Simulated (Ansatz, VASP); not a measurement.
**One calculation of MoSe2, two programs**

The input INCAR:

```
SYSTEM = MoSe2
ALGO     = Normal         ! electronic algorithm
EDIFF    = 1E-7           ! SCF threshold, eV
EDIFFG   = -0.008         ! ionic threshold
ENCUT    = 450            ! plane-wave cutoff, eV
GGA      = PE             ! functional
GGA_COMPAT= .FALSE.      
IBRION   = 2              ! ionic algorithm
ISIF     = 2              ! what is computed and relaxed
ISMEAR   = 0              ! smearing method
LASPH    = .TRUE.         ! aspherical terms in the spheres
LCHARG   = .FALSE.        ! write CHGCAR
LREAL    = .FALSE.        ! projectors in reciprocal space
LWAVE    = .FALSE.        ! write WAVECAR
NELM     = 120            ! most SCF steps
NELMIN   = 4            
NSW      = 60             ! ionic steps
PREC     = Accurate       ! precision mode
SIGMA    = 0.02           ! smearing width, eV
```

Contents of KPOINTS:

```
k-points
0
G
  9 9 2
  0 0 0
```

File POSCAR:

```
MoSe2
1.0
    3.3707283496      0.0000000000      0.0000000000
   -1.6853641748      2.9191363800      0.0000000000
    0.0000000000      0.0000000000     15.0518329595
Mo Se
2 4
Direct
    0.6666666667      0.3333333333      0.7500000000
    0.3333333333      0.6666666667      0.2500000000
    0.3333333333      0.6666666667      0.8625283918
    0.6666666667      0.3333333333      0.3625283918
    0.3333333333      0.6666666667      0.6374716082
    0.6666666667      0.3333333333      0.1374716082
```

Input for Ansatz:

```yaml
crystal:
  lattice:
    - [3.3707283496, 0.0, 0.0]
    - [-1.6853641748, 2.91913638, 0.0]
    - [0.0, 0.0, 15.0518329595]
  atoms:
    - { symbol: Mo, position: [0.6666666667, 0.3333333333, 0.75] }
    - { symbol: Mo, position: [0.3333333333, 0.6666666667, 0.25] }
    - { symbol: Se, position: [0.3333333333, 0.6666666667, 0.8625283918] }
    - { symbol: Se, position: [0.6666666667, 0.3333333333, 0.3625283918] }
    - { symbol: Se, position: [0.3333333333, 0.6666666667, 0.6374716082] }
    - { symbol: Se, position: [0.6666666667, 0.3333333333, 0.1374716082] }
basis:
  ecutwfc: 420
kpoints:
  mp_grid: { grid: [9, 9, 2] }
hamiltonian:
  xc: pbe
scf:
  occupations: { method: gaussian, width: 0.02 }
output:
  forces: true
  stress: true
  eigenvalues: true
relax:
  adjacent_minimum: "off"
  f_tol: 0.008
  max_steps: 40
```

Change from the starting cell: equal strain along all axes, cell held, atoms relaxed: +1.5 %.

Alike in both runs: task relaxation of the atoms; functional PBE; k mesh 9 × 9 × 2; occupations gaussian, width 0.02 eV; no spin polarisation.

```csv
,VASP,Ansatz
version,VASP 6.6.1,Ansatz 0.2.0
potentials or method,"VASP PAW PBE potentials, release 64 (Mo_sv, Se), cutoff 450 eV","scalar-relativistic, plane waves, PAW"
valence electrons in the cell,52,92
```

```csv
,VASP,Ansatz,Ansatz less VASP
"gap on the k mesh at the Fermi level, each at its own relaxed structure (eV)",1.16,1.16,-0.006
```

VASP's potentials hold 52 valence electrons a cell and Ansatz's 92, so a difference there can come from the potentials and not from the codes. Ansatz's warnings: stress scf threshold loose.
